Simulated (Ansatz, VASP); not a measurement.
## Two plane-wave programs on FeO

```
CELL_PARAMETERS angstrom
-1.62319 1.62319 2.11081
1.62319 -1.62319 2.11081
1.62319 1.62319 -2.11081
ATOMIC_POSITIONS crystal
Fe 0.00000 0.00000 0.00000
O 0.50000 0.50000 0.00000
```

Alike in both runs: task single point; functional LDA; k mesh 12 × 12 × 12; occupations fermi-dirac, width 0.05 eV; collinear spin.

|  | VASP | Ansatz |
| --- | --- | --- |
| version | VASP 6.6.1 | Ansatz 0.2.0 |
| potentials or method | VASP PAW LDA potentials, release 64 (Fe, O) | Ansatz PAW |
| plane-wave cutoff (eV) | 520 | 420 |
| valence electrons in the cell | 14 | 22 |

|  | VASP | Ansatz | Ansatz less VASP |
| --- | --- | --- | --- |
| gap on the k mesh at the Fermi level (eV) | none | none | - |
| pressure (GPa) | -26.4 | -26.6 | -0.11 |
| traceless stress, the component that is largest in VASP (GPa) | -0.58 | -0.86 | -0.277 |
| net moment per atom (μB) | 2.00 | 2.00 | +0.001 |
| size of the moment on the site where the two differ most (μB) | 3.58 | 3.39 | -0.190 |

LDA's correlation is that of Perdew and Zunger in VASP and of Perdew and Wang (1992) in Ansatz. Site moments also hang on the region over which each program counts them. A gap of «none» marks a metal or a gap that the smearing closes. VASP's potentials hold 14 valence electrons a cell and Ansatz's 22, so a difference there can come from the potentials and not from the codes.
